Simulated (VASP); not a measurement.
# P (Fm-3m) in VASP: single point with PBEsol

Aim: the single point of P with PBEsol.

All numbers are computed with VASP 6.6.1; they aren't measurements. Logs are shortened: lines on timing, memory, paths and dates and some standing lists are left out, and cuts for length are marked.

**1. The cell of the first run**

The structure is cubic, space group Fm-3m (No. 225). Conventional cell: a = 5.524 Å, b = 5.524 Å, c = 5.524 Å, α = 90.00°, β = 90.00°, γ = 90.00°. Within 5.1 Å of P (site symmetry m-3m) lie 12 P at 3.91 Å.

**2. Single point, PBEsol**

File INCAR:

```
SYSTEM = P
ALGO = Normal
EDIFF = 1E-7
ENCUT = 520
GGA = PS
ISIF = 2
ISMEAR = -1
LASPH = .TRUE.
LCHARG = .FALSE.
LREAL = .FALSE.
LWAVE = .FALSE.
NBANDS = 8
NELM = 60
PREC = Accurate
SIGMA = 0.1
```

File KPOINTS:

```
k-points
0
G
  9 9 9
  0 0 0
```

File POSCAR:

```
P
1.0
    0.0000000000      2.7618574800      2.7618574800
    2.7618574800      0.0000000000      2.7618574800
    2.7618574800      2.7618574800      0.0000000000
P
1
Direct
    0.5000000000      0.5000000000      0.5000000000
```

Potentials or basis: VASP PAW PBE potentials, release 64 (P).

On the command line:

```
$ cat potpaw_PBE.64/P/POTCAR > POTCAR
$ mpirun -np 1 vasp_std > vasp.out
```

OUTCAR:

```text
SYSTEM = P
   EDIFF = 1E-7
   ENCUT = 520
   GGA = PS
   ISIF = 2
   ISMEAR = -1
   LASPH = .TRUE.
   LREAL = .FALSE.
   NELM = 60
   PREC = Accurate

 ion  position               nearest neighbor table
   1  0.500  0.500  0.500-

  LATTYP: Found a face centered cubic cell.
 ALAT       =     5.5237149600

  Lattice vectors:

 A1 = (   0.0000000000,   2.7618574800,   2.7618574800)
 A2 = (   2.7618574800,   0.0000000000,   2.7618574800)
 A3 = (   2.7618574800,   2.7618574800,   0.0000000000)

Analysis of symmetry for initial positions (statically):
=====================================================================
 Subroutine PRICEL returns:
 Original cell was already a primitive cell.

 Routine SETGRP: Setting up the symmetry group for a
 face centered cubic supercell.

 Subroutine GETGRP returns: Found 48 space group operations
 (whereof 48 operations were pure point group operations)
 out of a pool of 48 trial point group operations.

The static configuration has the point symmetry O_h .

Analysis of symmetry for dynamics (positions and initial velocities):
=====================================================================
 Subroutine PRICEL returns:
 Original cell was already a primitive cell.

 Routine SETGRP: Setting up the symmetry group for a
 face centered cubic supercell.

 Subroutine GETGRP returns: Found 48 space group operations
 (whereof 48 operations were pure point group operations)
 out of a pool of 48 trial point group operations.

The dynamic configuration has the point symmetry O_h .

 Subroutine INISYM returns: Found 48 space group operations
 (whereof 48 operations are pure point group operations),
 and found     1 'primitive' translations

----------------------------------------------------------------------------------------

                                     Primitive cell

  volume of cell :      42.1341

  direct lattice vectors                    reciprocal lattice vectors
     0.000000000  2.761857480  2.761857480    -0.181037582  0.181037582  0.181037582
     2.761857480  0.000000000  2.761857480     0.181037582 -0.181037582  0.181037582
     2.761857480  2.761857480  0.000000000     0.181037582  0.181037582 -0.181037582

  length of vectors
     3.905856306  3.905856306  3.905856306     0.313566290  0.313566290  0.313566290

  position of ions in fractional coordinates (direct lattice)
     0.500000000  0.500000000  0.500000000

  ion indices of the primitive-cell ions
   primitive index   ion index
                 1           1

----------------------------------------------------------------------------------------

 KPOINTS: k-points

Automatic generation of k-mesh.
 Grid dimensions read from file:
 generate k-points for:    9    9    9

 Generating k-lattice:

  Cartesian coordinates                     Fractional coordinates (reciprocal lattice)
    -0.020115287  0.020115287  0.020115287     0.111111111  0.000000000  0.000000000
     0.020115287 -0.020115287  0.020115287     0.000000000  0.111111111  0.000000000
     0.020115287  0.020115287 -0.020115287     0.000000000  0.000000000  0.111111111

  Length of vectors
     0.034840699  0.034840699  0.034840699

  Shift w.r.t. Gamma in fractional coordinates (k-lattice)
     0.000000000  0.000000000  0.000000000

 Subroutine IBZKPT returns following result:
 ===========================================

 Found     35 irreducible k-points:

 Following reciprocal coordinates:
            Coordinates               Weight
  0.000000  0.000000  0.000000      1.000000
  0.111111  0.000000  0.000000      8.000000
  0.222222  0.000000  0.000000      8.000000
  0.333333  0.000000  0.000000      8.000000
  0.444444  0.000000  0.000000      8.000000
  0.111111  0.111111  0.000000      6.000000
[... 16 lines left out ...]
 -0.333333  0.333333  0.000000     12.000000
  0.444444  0.444444  0.000000      6.000000
 [... further k-points ...]
   k-points           NKPTS =     35   k-points in BZ     NKDIM =     35   number of bands    NBANDS=      8
   number of dos      NEDOS =    301   number of ions     NIONS =      1
   total plane-waves  NPLWV =  27000
   dimension x,y,z NGX =    30 NGY =   30 NGZ =   30
   dimension x,y,z NGXF=    60 NGYF=   60 NGZF=   60
   ions per type =               1
   NGX,Y,Z   is equivalent  to a cutoff of  12.77, 12.77, 12.77 a.u.
   NGXF,Y,Z  is equivalent  to a cutoff of  25.54, 25.54, 25.54 a.u.
 SYSTEM =  P
   PREC   = accura    normal or accurate (medium, high low for compatibility)
   ISTART =      0    job   : 0-new  1-cont  2-samecut
   ICHARG =      2    charge: 1-file 2-atom 10-const
   ISPIN  =      1    spin polarized calculation?
   LNONCOLLINEAR =      F non collinear calculations
   LSORBIT =      F    spin-orbit coupling
   LASPH  =      T    aspherical Exc in radial PAW
   ENCUT  =  520.0 eV  38.22 Ry    6.18 a.u.   7.26  7.26  7.26*2*pi/ulx,y,z
   NELM   =     60;   NELMIN=  2; NELMDL= -5     # of ELM steps
   EDIFF  = 0.1E-06   stopping-criterion for ELM
   LREAL  =      F    real-space projection
   EDIFFG = 0.1E-05   stopping-criterion for IOM
   NSW    =      0    number of steps for IOM
   IBRION =     -1    ionic relax: 0-MD 1-quasi-New 2-CG
   NFREE  =      0    steps in history (QN), initial steepest desc. (CG)
   ISIF   =      2    stress and relaxation
   ISYM   =      2    0-nonsym 1-usesym 2-fastsym
   POTIM  = 0.5000    time-step for ionic-motion
   TEBEG  =    0.0;   TEEND  =   0.0 temperature during run
   PSTRESS=    0.0 pullay stress
   NELECT =       5.0000    total number of electrons
   NUPDOWN=      -1.0000    fix difference up-down
   EMIN   =  10.00;   EMAX   =-10.00  energy-range for DOS
   EFERMI =   0.00;   METHOD = LEGACY
   ISMEAR =    -1;   SIGMA  =   0.10  broadening in eV -4-tet -1-fermi 0-gaus
   EFERMI_NEDOS =   21; number of points for ismear=-14 and -15
   IALGO  =     38    algorithm
   IMIX   =      4    mixing-type and parameters
     AMIX     =   0.40;   BMIX     =  1.00
     AMIX_MAG =   1.60;   BMIX_MAG =  1.00
  volume/ion in A,a.u.               =      42.13       284.33
  Fermi-wavevector in a.u.,A,eV,Ry     =   0.804489  1.520264  8.805730  0.647203
  Thomas-Fermi vector in A             =   1.912555
   LORBIT       =      0    0 simple, 1 ext, 2 COOP (PROOUT), +10 PAW based schemes
   GGA     = PS    functional components
   LHFCALC =     F    Hartree Fock is set to
   AEXX    =    0.0000 exact exchange contribution
   IVDW    =     0    specifies the selected vdW correction
   LEPSILON=     F    determine dielectric tensor
   LRPA    =     F    only Hartree local field effects (RPA)
 non-spin polarized calculation
  energy-cutoff  :      520.00
  volume of cell :       42.13
 maximum number of plane-waves:      1153
 NGX is ok and might be reduce to    30
   NGX = 15   NGY = 15   NGZ = 15

 number of electron       5.0000000 magnetization

 Free energy of the ion-electron system (eV)
  ---------------------------------------------------
  ext. energy  EPLUGINS =         0.00000000
  ---------------------------------------------------
  free energy    TOTEN  =        -2.35530873 eV

  energy without entropy =       -2.28451257  energy(sigma->0) =       -2.31991065

 E-fermi :  -0.3951     XC(G=0):  -7.3688

 val. band max:       -0.4098431942   @ k =  -0.4444   0.2222   0.1111
 cond. band min:      -0.3915891907   @ k =   0.4444   0.3333   0.0000
 fundamental gap:      0.0182540035
 Fermi energy:        -0.3951132128

 k-point     1 :       0.0000    0.0000    0.0000
  band No.  band energies     occupation
      1     -10.1275      2.00000
      2       0.9278      0.00000
      3       0.9278      0.00000
      4       0.9278      0.00000
      5       5.6229      0.00000
      6       9.1918      0.00000
      7       9.1918      0.00000
      8       9.1918      0.00000

 k-point     2 :       0.1111    0.0000    0.0000
  band No.  band energies     occupation
      1     -10.0368      2.00000
      2       0.3641      0.00101
      3       0.8760      0.00001
      4       0.8760      0.00001
      5       6.1133      0.00000
      6       8.8143      0.00000
      7       9.3671      0.00000
      8       9.3671      0.00000

 k-point     3 :       0.2222    0.0000    0.0000
  band No.  band energies     occupation
      1      -9.7888      2.00000
      2      -0.7753      1.95632
      3       0.7526      0.00002
      4       0.7526      0.00002
      5       6.6400      0.00000
      6       8.8288      0.00000
      7       9.4836      0.00000
      8       9.4836      0.00000

 k-point     4 :       0.3333    0.0000    0.0000
  band No.  band energies     occupation
      1      -9.4654      2.00000
      2      -1.8581      2.00000
      3       0.6243      0.00007
      4       0.6243      0.00007
      5       6.4414      0.00000
      6       9.1251      0.00000
      7       9.1251      0.00000
      8       9.8217      0.00000

 k-point     5 :       0.4444    0.0000    0.0000
  band No.  band energies     occupation
      1      -9.2215      2.00000
      2      -2.5179      2.00000
      3       0.5464      0.00016
      4       0.5464      0.00016
      5       6.2205      0.00000
      6       8.8325      0.00000
      7       8.8325      0.00000
      8      10.4765      0.00000

 k-point     6 :       0.1111    0.1111    0.0000
  band No.  band energies     occupation
      1     -10.0066      2.00000
      2       0.3878      0.00080
      3       0.7546      0.00002
      4       0.7546      0.00002
      5       6.2939      0.00000
      6       8.4530      0.00000
      7       9.5774      0.00000
      8       9.5774      0.00000

 k-point     7 :       0.2222    0.1111    0.0000
  band No.  band energies     occupation
      1      -9.8107      2.00000
      2      -0.4629      1.32641
      3       0.5847      0.00011
      4       0.6429      0.00006
      5       6.9089      0.00000
      6       8.0919      0.00000
      7       9.4282      0.00000
      8       9.8997      0.00000

 k-point     8 :       0.3333    0.1111    0.0000
  band No.  band energies     occupation
      1      -9.5093      2.00000
      2      -1.5032      1.99997
      3       0.4503      0.00043
      4       0.4570      0.00040
      5       6.8708      0.00000
      6       8.5734      0.00000
      7       8.9950      0.00000
      8       9.7145      0.00000

 k-point     9 :       0.4444    0.1111    0.0000
  band No.  band energies     occupation
      1      -9.2302      2.00000
      2      -2.2742      2.00000
      3       0.2519      0.00309
      4       0.4053      0.00067
      5       6.6652      0.00000
      6       8.2036      0.00000
      7       9.3177      0.00000
      8      10.1284      0.00000

 k-point    10 :      -0.4444    0.1111    0.0000
  band No.  band energies     occupation
      1      -9.1426      2.00000
      2      -2.4888      2.00000
      3       0.1188      0.01166
      4       0.4635      0.00037
      5       6.6499      0.00000
      6       8.1356      0.00000
      7       9.1115      0.00000
      8      10.6368      0.00000
[... 78 lines left out ...]
 k-point    18 :      -0.3333    0.2222    0.0000
  band No.  band energies     occupation
      1      -9.1072      2.00000
      2      -1.9955      2.00000
      3      -0.7714      1.95463
      4       0.3995      0.00071
      5       7.1343      0.00000
      6       8.2126      0.00000
      7       9.5815      0.00000
      8       9.9019      0.00000

 k-point    19 :      -0.2222    0.2222    0.0000
  band No.  band energies     occupation
      1      -9.3522      2.00000
      2      -1.5659      1.99998
      3      -0.4524      1.27901
      4       0.6192      0.00008
      5       7.8388      0.00000
      6       8.4009      0.00000
      7       8.4518      0.00000
      8       9.9163      0.00000

 k-point    20 :       0.3333    0.3333    0.0000
  band No.  band energies     occupation
      1      -9.2453      2.00000
      2      -1.5968      1.99999
      3      -0.0270      0.04913
      4      -0.0270      0.04913
      5       6.0014      0.00000
      6       6.4812      0.00000
      7      10.9876      0.00000
      8      12.0778      0.00000

 k-point    21 :       0.4444    0.3333    0.0000
  band No.  band energies     occupation
      1      -9.0393      2.00000
      2      -1.9362      2.00000
      3      -0.3916      0.98238
      4      -0.1185      0.11839
      5       5.7504      0.00000
      6       6.5758      0.00000
      7      11.0339      0.00000
      8      12.0638      0.00000

 k-point    22 :      -0.4444    0.3333    0.0000
  band No.  band energies     occupation
      1      -8.9142      2.00000
      2      -1.9613      2.00000
      3      -1.0367      1.99673
      4      -0.0566      0.06551
      5       5.8967      0.00000
      6       7.4728      0.00000
      7      10.5872      0.00000
      8      11.4893      0.00000

 k-point    23 :      -0.3333    0.3333    0.0000
  band No.  band energies     occupation
      1      -8.9440      2.00000
      2      -1.6539      1.99999
      3      -1.5320      1.99998
      4       0.1395      0.00949
      5       6.3810      0.00000
      6       8.5269      0.00000
      7       9.7766      0.00000
      8      10.7903      0.00000

 k-point    24 :       0.4444    0.4444    0.0000
  band No.  band energies     occupation
      1      -8.9198      2.00000
      2      -2.1782      2.00000
      3      -0.2552      0.39596
      4      -0.2552      0.39596
      5       5.2055      0.00000
      6       6.0439      0.00000
      7      12.4666      0.00000
      8      13.8454      0.00000

 [... further k-points ...]
[... 5 lines left out ...]
  --------------------------------------------------------------------------------------
  -------------------------------------------------------------------------------------
  Total       -2.9437494     -2.9437494     -2.9437494     -0.0000000     -0.0000000      0.0000000
  in kB     -111.9380217   -111.9380217   -111.9380217     -0.0000000     -0.0000000      0.0000000
  external PRESSURE =    -111.9380217 kB  Pullay stress =       0.0000000 kB

 VOLUME and BASIS-vectors are now :
 -----------------------------------------------------------------------------
  energy-cutoff  :      520.00
  volume of cell :       42.13
      direct lattice vectors                 reciprocal lattice vectors
     0.000000000  2.761857480  2.761857480    -0.181037582  0.181037582  0.181037582
     2.761857480  0.000000000  2.761857480     0.181037582 -0.181037582  0.181037582
     2.761857480  2.761857480  0.000000000     0.181037582  0.181037582 -0.181037582

 POSITION                                       TOTAL-FORCE (eV/Angst)
 -----------------------------------------------------------------------------------
      2.76186      2.76186      2.76186         0.000000      0.000000      0.000000
 -----------------------------------------------------------------------------------
    total drift:                               -0.000000     -0.000000      0.000000

  FREE ENERGIE OF THE ION-ELECTRON SYSTEM (eV)
  ---------------------------------------------------
  free  energy   TOTEN  =        -2.3553087284 eV

  energy  without entropy=       -2.2845125669  energy(sigma->0) =       -2.31991065
```

It took 16 s on 1 thread of Intel Xeon 6975P-C, shared host; peak memory 0.15 GiB.

Results:

| Item | Value |
| --- | --- |
| Free energy | -2.3553 eV |
| Pressure | -11.2 GPa |

Levels at points of the mesh, in eV from the Fermi level:
```
           k point  band 1  band 2  band 3  band 4  band 5  band 6
(0.00, 0.00, 0.00)   -9.73    1.32    1.32    1.32    6.02    9.59
```

Caveat: the PAW data sets were made with another functional, which shifts forces and pressure a little.
